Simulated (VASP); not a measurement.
# Be24NO in VASP: a series of runs, part 2 of 4

VASP 6.6.1. The steps go on from the part before.

### 3 Single point, PBE, collinear spin, ferromagnetic start

Input file INCAR:

```
PREC     = Accurate       # precision mode
ENCUT    = 520            # plane-wave cutoff, eV
EDIFF    = 1E-6           # SCF threshold, eV
ISMEAR   = 0              # smearing method
SIGMA    = 0.1            # smearing width, eV
LREAL    = False          # projectors in reciprocal space
LASPH    = True           # aspherical terms in the spheres
NELM     = 200            # most SCF steps
ALGO     = Normal         # electronic algorithm
ISIF     = 2              # what is computed and relaxed
LWAVE    = False          # write WAVECAR
LCHARG   = False          # write CHGCAR
ISPIN    = 2              # spin polarisation
MAGMOM   = 0 0 0 0 0 0 0 0 0 0 0 0 0 0 0 0 0 0 0 0 0 0 0 0 1 0 # initial moments
LORBIT   = 11             # projections on sites
LDIPOL   = True         
IDIPOL   = 3            
DIPOL    = 0.5 0.5 0.293
GGA      = PE             # functional
NBANDS   = 52             # bands
GGA_COMPAT= False        
NELMDL   = -8           
KPAR     = 4
```

Input file KPOINTS:

```
regular mesh
0
Gamma
  6 4 1
```

Input file POSCAR:

```
Be24NO
1.0
    4.5254381411      0.0000000000      0.0000000000
    0.0000000000      7.1336190820      0.0000000000
    0.0000000000      0.0000000000     22.3685529248
Be N O
24 1 1
Direct
    0.0000000000      0.3750000000      0.1788224752
    0.0000000000      0.8750000000      0.1788224752
    0.5000000000      0.3750000000      0.1788224752
    0.5000000000      0.8750000000      0.1788224752
    0.2500000000      0.1250000000      0.2080237711
    0.2500000000      0.6250000000      0.2080237711
    0.7500000000      0.1250000000      0.2080237711
    0.7500000000      0.6250000000      0.2080237711
    0.2500000000      0.3750000000      0.2664263628
    0.2500000000      0.8750000000      0.2664263628
    0.7500000000      0.3750000000      0.2664263628
    0.7500000000      0.8750000000      0.2664263628
    0.0000000000      0.1250000000      0.2903069137
    0.0000000000      0.6250000000      0.2903069137
    0.5000000000      0.1250000000      0.2903069137
    0.5000000000      0.6250000000      0.2903069137
    0.0000000000      0.3750000000      0.3546814205
    0.0000000000      0.8750000000      0.3546814205
    0.5000000000      0.3750000000      0.3546814205
    0.5000000000      0.8750000000      0.3546814205
    0.2500000000      0.1250000000      0.3741213369
    0.2500000000      0.6250000000      0.3741213369
    0.7500000000      0.1250000000      0.3741213369
    0.7500000000      0.6250000000      0.3741213369
    0.7500000000      0.4583333333      0.4447562146
    0.7861514845      0.4944848178      0.4957113425
```

Potentials or basis: VASP PAW PBE potentials, release 64 (Be, N, O).

Started as:

```sh
$ cat potpaw_PBE.64/Be/POTCAR potpaw_PBE.64/N/POTCAR potpaw_PBE.64/O/POTCAR > POTCAR
$ mpirun -np 4 vasp_std > vasp.out
```

OUTCAR:

```text
PREC = Accurate
   ENCUT = 520
   EDIFF = 1E-6
   ISMEAR = 0
   LREAL = False
   LASPH = True
   NELM = 200
   ISIF = 2
   ISPIN = 2
   LORBIT = 11
   GGA = PE
   NELMDL = -8

 ion  position               nearest neighbor table
   1  0.000  0.375  0.179-   5 2.21   6 2.21   7 2.21   8 2.21   9 2.26  11 2.26   3 2.26   3 2.26

   2  0.000  0.875  0.179-   5 2.21   6 2.21   7 2.21   8 2.21  10 2.26  12 2.26   4 2.26   4 2.26

   3  0.500  0.375  0.179-   5 2.21   6 2.21   7 2.21   8 2.21   9 2.26  11 2.26   1 2.26   1 2.26
[... 39 lines left out ...]
  23  0.750  0.125  0.374-  17 2.16  18 2.16  19 2.16  20 2.16  13 2.19  15 2.19  21 2.26  21 2.26

  24  0.750  0.625  0.374-  25 1.98  18 2.16  19 2.16  20 2.16  17 2.16  16 2.19  14 2.19  22 2.26
                            22 2.26
  25  0.750  0.458  0.445-  26 1.18  24 1.98
  26  0.786  0.494  0.496-  25 1.18

  LATTYP: Found a simple orthorhombic cell.
 ALAT       =     4.5254381411
 B/A-ratio  =     1.5763377732
 C/A-ratio  =     4.9428480132

  Lattice vectors:

 A1 = (   4.5254381411,   0.0000000000,   0.0000000000)
 A2 = (   0.0000000000,   7.1336190820,   0.0000000000)
 A3 = (   0.0000000000,   0.0000000000,  22.3685529248)

Analysis of symmetry for initial positions (statically):
=====================================================================
 Subroutine PRICEL returns:
 Original cell was already a primitive cell.

 Routine SETGRP: Setting up the symmetry group for a
 simple orthorhombic supercell.

 Subroutine GETGRP returns: Found  1 space group operations
 (whereof  1 operations were pure point group operations)
 out of a pool of  8 trial point group operations.

The static configuration has the point symmetry C_1 .

Analysis of symmetry for dynamics (positions and initial velocities):
=====================================================================
 Subroutine PRICEL returns:
 Original cell was already a primitive cell.
[... 843 lines left out ...]
  band No.  band energies     occupation
      1     -27.3097      1.00000
      2     -13.7930      1.00000
      3     -11.7397      1.00000
      4      -9.9926      1.00000
      5      -9.6415      1.00000
      6      -9.5839      1.00000
[... 605 lines left out ...]
     40       2.9676      0.00000
     41       2.9751      0.00000
 [bands above 41 left out]

------------------------ aborting loop because EDIFF is reached ----------------------------------------

 vacuum level on the upper side and lower side of the slab       (xc-potential included)         0.323        -0.326

  FORCE on cell =-STRESS in cart. coord.  units (eV):
  Direction    XX          YY          ZZ          XY          YZ          ZX
  --------------------------------------------------------------------------------------
  -------------------------------------------------------------------------------------
  Total       -0.3267956     -4.8914542      0.7636801      0.1203230      1.4955157     -0.0069790
  in kB       -0.7250673    -10.8527584      1.6943910      0.2669628      3.3181279     -0.0154843
  external PRESSURE =      -3.2944782 kB  Pullay stress =       0.0000000 kB

 VOLUME and BASIS-vectors are now :
 -----------------------------------------------------------------------------
  energy-cutoff  :      520.00
  volume of cell :      722.12
      direct lattice vectors                 reciprocal lattice vectors
     4.525438141  0.000000000  0.000000000     0.220973079  0.000000000  0.000000000
     0.000000000  7.133619082  0.000000000     0.000000000  0.140181300  0.000000000
     0.000000000  0.000000000 22.368552925     0.000000000  0.000000000  0.044705619

 POSITION                                       TOTAL-FORCE (eV/Angst)
 -----------------------------------------------------------------------------------
      0.00000      2.67511      4.00000         0.032927     -0.023537      0.555720
      0.00000      6.24192      4.00000        -0.012874     -0.000082      0.513801
      2.26272      2.67511      4.00000        -0.027439     -0.025665      0.547217
      2.26272      6.24192      4.00000         0.019591     -0.014729      0.540707
      1.13136      0.89170      4.65319        -0.004598      0.036927     -0.792424
      1.13136      4.45851      4.65319        -0.001417      0.040341     -0.774545
[... 18 lines left out ...]
      3.39408      3.26958      9.94855        -0.351830      0.568043     -1.441421
      3.55768      3.52747     11.08835         0.258667      0.003242      1.251973
 -----------------------------------------------------------------------------------
    total drift:                                0.000384      0.000127      0.000381

  FREE ENERGIE OF THE ION-ELECTRON SYSTEM (eV)
  ---------------------------------------------------
  free  energy   TOTEN  =       -95.5984851987 eV

  energy  without entropy=      -95.5804524010  energy(sigma->0) =      -95.58946880

 vacuum level on the upper side and lower side of the slab         3.536         2.864

 total charge

# of ion       s       p       d       tot
------------------------------------------
    1        0.410   0.605   0.000   1.015
    2        0.415   0.601   0.000   1.016
    3        0.412   0.603   0.000   1.015
    4        0.413   0.601   0.000   1.015
    5        0.419   0.743   0.000   1.162
    6        0.421   0.742   0.000   1.163
[... 18 lines left out ...]
   25        1.327   2.354   0.000   3.680
   26        1.613   3.450   0.000   5.063
--------------------------------------------------
tot         13.024  22.854   0.000  35.878

 magnetization (x)

# of ion       s       p       d       tot
------------------------------------------
    1       -0.000  -0.000   0.000  -0.000
    2       -0.000  -0.000   0.000  -0.000
    3       -0.000  -0.000   0.000  -0.000
    4       -0.000  -0.000   0.000  -0.000
    5        0.000   0.000   0.000   0.000
    6        0.000   0.000   0.000   0.000
[... 18 lines left out ...]
   25        0.000   0.000   0.000   0.000
   26        0.000   0.000   0.000   0.000
--------------------------------------------------
tot         -0.000   0.000   0.000   0.000
```

OSZICAR:

```text
N       E                     dE             d eps       ncg     rms          rms(c)
DAV:   1     0.287050958585E+03    0.28705E+03   -0.19661E+04  2912   0.837E+02
DAV:   2    -0.666356977350E+02   -0.35369E+03   -0.33686E+03  4092   0.183E+02
DAV:   3    -0.103078433399E+03   -0.36443E+02   -0.35326E+02  3648   0.563E+01
DAV:   4    -0.104302711169E+03   -0.12243E+01   -0.12107E+01  3980   0.117E+01
[... 26 lines left out ...]
DAV:  31    -0.955984691110E+02   -0.13028E-04   -0.56634E-07  2872   0.148E-03    0.710E-04
DAV:  32    -0.955984793065E+02   -0.10195E-04   -0.40507E-07  2716   0.122E-03    0.458E-04
DAV:  33    -0.955984834820E+02   -0.41754E-05   -0.17295E-07  2552   0.842E-04    0.227E-04
DAV:  34    -0.955984848651E+02   -0.13832E-05   -0.60927E-08  2556   0.563E-04    0.176E-04
DAV:  35    -0.955984851987E+02   -0.33356E-06   -0.32107E-08  2400   0.379E-04
   1 F= -.95598485E+02 E0= -.95589469E+02  d E =-.180328E-01  mag=    -0.0001
```

Run time: 19 min. Hardware: 4 MPI ranks of Intel Xeon Platinum 8259CL at 2.50GHz (Skylake/Cascade Lake), shared host; peak memory 1.4 GiB.

Results:

- Free energy: -95.5985 eV
- Largest force: 1.589 eV/Å
- Net moment: 0.00 μB per cell
- Valence electrons inside the program's atomic spheres: Be 1.01, 1.02, 1.16, 1.18, 1.17, 1.21, 1.14, 1.13, 1.07, 1.08, 1.12 (each value once); N 3.68; O 5.06

Forces in eV/Å, atoms in the order of the input:
```
Be   0.033 -0.024  0.556
Be  -0.013  0.000  0.514
Be  -0.027 -0.026  0.547
Be   0.020 -0.015  0.541
Be  -0.005  0.037 -0.792
Be  -0.001  0.040 -0.775
Be   0.004  0.029 -0.792
Be   0.002 -0.060 -0.601
Be  -0.033 -0.049  0.098
Be   0.032  0.006  0.161
Be   0.002 -0.032  0.262
Be  -0.010 -0.013  0.160
Be   0.023 -0.008  0.027
Be   0.011  0.004  0.093
Be  -0.016 -0.016 -0.005
Be   0.052 -0.031  0.162
Be   0.384 -0.274 -0.242
Be  -0.032  0.109 -0.080
Be  -0.393 -0.355 -0.313
Be   0.006  0.113 -0.054
Be   0.025  0.073  0.028
Be  -0.004  0.003 -0.160
Be   0.007 -0.007  0.087
Be   0.026 -0.076  0.770
N   -0.352  0.568 -1.441
O    0.259  0.003  1.252
```

Caveat: the standard files for N, O and F lose accuracy on very short bonds.

[end of part 2 of 4]
